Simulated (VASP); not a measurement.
# BeCo (Pm-3m) in VASP: notebook, part 2 of 2

VASP 6.6.1. The steps go on from the part before.

### Step 3. Single point, LDA, collinear spin, ferromagnetic start

This run uses another cell than the first one, of 8.14 Å³/atom, 1.045 times its volume.

INCAR reads:

```
ALGO = Normal
EDIFF = 1E-7
ENCUT = 520
ISIF = 2
ISMEAR = -1
ISPIN = 2
LASPH = True
LCHARG = False
LMAXMIX = 4
LORBIT = 11
LREAL = False
LWAVE = False
MAGMOM = 0 3.2
NBANDS = 16
NELM = 150
PREC = Accurate
SIGMA = 0.05
```

KPOINTS reads:

```
k-points
0
Gamma
  11 11 11
```

POSCAR reads:

```
BeCo
1.0
    2.5345664811      0.0000000000      0.0000000000
    0.0000000000      2.5345664811      0.0000000000
    0.0000000000      0.0000000000      2.5345664811
Be Co
1 1
Direct
    0.0000000000      0.0000000000      0.0000000000
    0.5000000000      0.5000000000      0.5000000000
```

Potentials or basis: VASP PAW LDA potentials, release 64 (Be, Co).

The run is started by

```
$ cat potpaw_LDA.64/Be/POTCAR potpaw_LDA.64/Co/POTCAR > POTCAR
$ mpirun -np 1 vasp_std > vasp.out
```

OUTCAR:

```text
EDIFF = 1E-7
   ENCUT = 520
   ISIF = 2
   ISMEAR = -1
   ISPIN = 2
   LASPH = True
   LORBIT = 11
   LREAL = False
   NELM = 150
   PREC = Accurate

 ion  position               nearest neighbor table
   1  0.000  0.000  0.000-   2 2.19   2 2.19   2 2.19   2 2.19   2 2.19   2 2.19   2 2.19   2 2.19

   2  0.500  0.500  0.500-   1 2.19   1 2.19   1 2.19   1 2.19   1 2.19   1 2.19   1 2.19   1 2.19

  LATTYP: Found a simple cubic cell.
 ALAT       =     2.5345664811

  Lattice vectors:

 A1 = (   2.5345664811,   0.0000000000,   0.0000000000)
 A2 = (   0.0000000000,   2.5345664811,   0.0000000000)
 A3 = (   0.0000000000,   0.0000000000,   2.5345664811)

Analysis of symmetry for initial positions (statically):
=====================================================================
 Subroutine PRICEL returns:
 Original cell was already a primitive cell.

 Routine SETGRP: Setting up the symmetry group for a
 simple cubic supercell.
[... 656 lines left out ...]
      5       9.6895      0.01392
      6       9.6895      0.01392
[... 435 lines left out ...]
      5       8.7638      1.00000
      6       9.5460      0.19905
[... 8 lines left out ...]
     15      37.0520      0.00000
     16      38.2158      0.00000

 [... further k-points ...]

------------------------ aborting loop because EDIFF is reached ----------------------------------------

  FORCE on cell =-STRESS in cart. coord.  units (eV):
  Direction    XX          YY          ZZ          XY          YZ          ZX
  --------------------------------------------------------------------------------------
  -------------------------------------------------------------------------------------
  Total        0.1541951      0.1541951      0.1541951     -0.0000000     -0.0000000     -0.0000000
  in kB       15.1729557     15.1729557     15.1729557     -0.0000000     -0.0000000     -0.0000000
  external PRESSURE =      15.1729557 kB  Pullay stress =       0.0000000 kB

 VOLUME and BASIS-vectors are now :
 -----------------------------------------------------------------------------
  energy-cutoff  :      520.00
  volume of cell :       16.28
      direct lattice vectors                 reciprocal lattice vectors
     2.534566481  0.000000000  0.000000000     0.394544790  0.000000000  0.000000000
     0.000000000  2.534566481  0.000000000     0.000000000  0.394544790  0.000000000
     0.000000000  0.000000000  2.534566481     0.000000000  0.000000000  0.394544790

 POSITION                                       TOTAL-FORCE (eV/Angst)
 -----------------------------------------------------------------------------------
      0.00000      0.00000      0.00000         0.000000      0.000000      0.000000
      1.26728      1.26728      1.26728         0.000000      0.000000      0.000000
 -----------------------------------------------------------------------------------
    total drift:                               -0.000000      0.000000     -0.000000

  FREE ENERGIE OF THE ION-ELECTRON SYSTEM (eV)
  ---------------------------------------------------
  free  energy   TOTEN  =       -13.0736233726 eV

  energy  without entropy=      -13.0572242704  energy(sigma->0) =      -13.06542382

 total charge

# of ion       s       p       d       tot
------------------------------------------
    1        0.476   0.789   0.000   1.265
    2        0.512   0.632   7.495   8.639
--------------------------------------------------
tot          0.989   1.420   7.495   9.904

 magnetization (x)

# of ion       s       p       d       tot
------------------------------------------
    1       -0.004  -0.011   0.000  -0.015
    2        0.001   0.004   0.370   0.375
--------------------------------------------------
tot         -0.003  -0.007   0.370   0.360
```

OSZICAR:

```text
N       E                     dE             d eps       ncg     rms          rms(c)
DAV:   1     0.305445953062E+02    0.30545E+02   -0.50890E+03  3664   0.838E+02
DAV:   2    -0.137366792310E+02   -0.44281E+02   -0.39835E+02  4072   0.155E+02
DAV:   3    -0.152364627556E+02   -0.14998E+01   -0.14801E+01  4352   0.299E+01
DAV:   4    -0.152497395750E+02   -0.13277E-01   -0.13274E-01  4536   0.259E+00
DAV:   5    -0.152500657765E+02   -0.32620E-03   -0.32620E-03  4552   0.400E-01    0.184E+01
DAV:   6    -0.168097662482E+02   -0.15597E+01   -0.61280E+01  4912   0.849E+01    0.171E+01
DAV:   7    -0.131633968814E+02    0.36464E+01   -0.31191E+01  4728   0.489E+01    0.297E+00
DAV:   8    -0.130953370398E+02    0.68060E-01   -0.30074E-01  4528   0.415E+00    0.162E+00
DAV:   9    -0.130813777645E+02    0.13959E-01   -0.14738E-02  5576   0.877E-01    0.111E+00
DAV:  10    -0.130737829175E+02    0.75948E-02   -0.14194E-02  5928   0.818E-01    0.289E-01
DAV:  11    -0.130736279485E+02    0.15497E-03   -0.32126E-04  5120   0.123E-01    0.824E-02
DAV:  12    -0.130736348962E+02   -0.69476E-05   -0.17215E-05  4552   0.322E-02    0.461E-02
DAV:  13    -0.130736231529E+02    0.11743E-04   -0.87229E-06  5192   0.265E-02    0.138E-02
DAV:  14    -0.130736234424E+02   -0.28948E-06   -0.16592E-06  4856   0.945E-03    0.546E-03
DAV:  15    -0.130736233726E+02    0.69808E-07   -0.31236E-07  3048   0.540E-03
   1 F= -.13073623E+02 E0= -.13065424E+02  d E =-.163991E-01  mag=     0.3639
```

Wall time 14 s (1 thread of Intel Xeon 6975P-C (Granite Rapids), shared host); peak memory 0.13 GiB.

Results:

```
Free energy                                           : -13.0736 eV
Pressure                                              : 1.5 GPa
Net moment                                            : 0.36 μB per cell
Site moments                                          : Be -0.01; Co +0.38 μB
Valence electrons inside the program's atomic spheres : Be 1.26; Co 8.64
```

Levels at points of the mesh, in eV from the Fermi level:
Spin up:
| k point | band 3 | band 4 | band 5 | band 6 | band 7 | band 8 | band 9 | band 10 |
| --- | --- | --- | --- | --- | --- | --- | --- | --- |
| (0.00, 0.00, 0.00) | -3.08 | -0.17 | -0.17 | -0.17 | 8.03 | 8.03 | 8.03 | 16.09 |
Spin down:
```tsv
k point	band 1	band 2	band 3	band 4	band 5	band 6	band 7	band 8	band 9	band 10
(0.00, 0.00, 0.00)	-9.79	-2.83	-2.83	0.21	0.21	0.21	8.04	8.04	8.04	16.18
```

### Step 4. Single point, LDA, collinear spin, ferromagnetic start

This run uses another cell than the first one, of 8.50 Å³/atom, 1.091 times its volume.

INCAR reads:

```
SYSTEM = BeCo
PREC = Accurate
ENCUT = 520
EDIFF = 1E-7
ISMEAR = -1
SIGMA = 0.05
LREAL = .False.
LASPH = .True.
NELM = 150
ALGO = Normal
ISIF = 2
LWAVE = .False.
LCHARG = .False.
ISPIN = 2
MAGMOM = 0 3.2
LORBIT = 11
LMAXMIX = 4
NBANDS = 16
```

KPOINTS reads:

```
regular mesh
0
Gamma
  11 11 11
  0 0 0
```

POSCAR reads:

```
BeCo
1.0
    2.5707794663      0.0000000000      0.0000000000
    0.0000000000      2.5707794663      0.0000000000
    0.0000000000      0.0000000000      2.5707794663
Be Co
1 1
Direct
    0.0000000000      0.0000000000      0.0000000000
    0.5000000000      0.5000000000      0.5000000000
```

The run is started by

```
$ cat potpaw_LDA.64/Be/POTCAR potpaw_LDA.64/Co/POTCAR > POTCAR
$ mpirun -np 1 vasp_std > vasp.out
```

It took 13 s on 1 thread of Intel Xeon 6975P-C (Granite Rapids), shared host; peak memory 0.13 GiB.

The run converged. Its results:

```
Free energy                                           : -13.0592 eV
Pressure                                              : -7.7 GPa
Net moment                                            : 0.38 μB per cell
Site moments                                          : Be -0.02; Co +0.39 μB
Valence electrons inside the program's atomic spheres : Be 1.21; Co 8.55
```

Levels at points of the mesh, in eV from the Fermi level:
Spin up:
```csv
k point,band 3,band 4,band 5,band 6,band 7,band 8,band 9,band 10
"(0.00, 0.00, 0.00)",-2.92,-0.19,-0.19,-0.19,7.81,7.81,7.81,15.67
```
Spin down:
| k point | band 2 | band 3 | band 4 | band 5 | band 6 | band 7 | band 8 | band 9 |
| --- | --- | --- | --- | --- | --- | --- | --- | --- |
| (0.00, 0.00, 0.00) | -2.66 | -2.66 | 0.20 | 0.20 | 0.20 | 7.82 | 7.82 | 7.82 |

### Step 5. Single point, LDA, collinear spin, ferromagnetic start

This run uses another cell than the first one, of 8.85 Å³/atom, 1.136 times its volume.

INCAR reads:

```
  PREC = Accurate
  ENCUT = 520
  EDIFF = 1E-6
  ISMEAR = -1
  SIGMA = 0.05
  LREAL = F
  LASPH = T
  NELM = 150
  ALGO = Normal
  ISIF = 2
  LWAVE = F
  LCHARG = F
  ISPIN = 2
  MAGMOM = 0 3.2
  LORBIT = 11
  LMAXMIX = 4
  GGA = CA
  NBANDS = 16
```

KPOINTS reads:

```
Automatic mesh
0
Gamma
  11 11 11
```

POSCAR reads:

```
BeCo
1.0
    2.6060000000      0.0000000000      0.0000000000
    0.0000000000      2.6060000000      0.0000000000
    0.0000000000      0.0000000000      2.6060000000
Be Co
1 1
Direct
    0.0000000000      0.0000000000      0.0000000000
    0.5000000000      0.5000000000      0.5000000000
```

The run is started by

```
$ cat potpaw_LDA.64/Be/POTCAR potpaw_LDA.64/Co/POTCAR > POTCAR
$ mpirun -np 1 vasp_std > vasp.out
```

Wall time 13 s (1 thread of Intel Xeon 6975P-C (Granite Rapids), shared host); peak memory 0.14 GiB.

It converged, with:

* Free energy: -13.0084 eV
* Pressure: -15.0 GPa
* Net moment: 0.39 μB per cell
* Site moments: Be -0.02; Co +0.41 μB
* Valence electrons inside the program's atomic spheres: Be 1.16; Co 8.47

Levels at points of the mesh, in eV from the Fermi level:
Spin up:
```
           k point  band 2  band 3  band 4  band 5  band 6  band 7  band 8  band 9  band 10  band 11
(0.00, 0.00, 0.00)   -2.78   -2.78   -0.21   -0.21   -0.21    7.61    7.61    7.61    15.28    15.28
```
Spin down:
```csv
k point,band 1,band 2,band 3,band 4,band 5,band 6,band 7,band 8,band 9,band 10
"(0.00, 0.00, 0.00)",-9.36,-2.50,-2.50,0.20,0.20,0.20,7.61,7.61,7.61,15.37
```

### Step 6. The runs side by side

```tsv
cell	gap on the mesh (eV)	pressure (GPa)	moment (μB)
a = 2.497 Å, 2 atoms	none	13.1	0.35
a = 2.535 Å, 2 atoms	none	1.5	0.36
a = 2.571 Å, 2 atoms	none	-7.7	0.38
a = 2.606 Å, 2 atoms	none	-15.0	0.39
```

Alike in all rows: task single point; level LDA; potentials or basis VASP PAW LDA potentials, release 64 (Be, Co); spin collinear, ferromagnetic start; k mesh 11 × 11 × 11; cutoff (eV) 520; smearing fermi-dirac 0.05 eV.

Absolute energies hang on the potentials; compare differences alone.
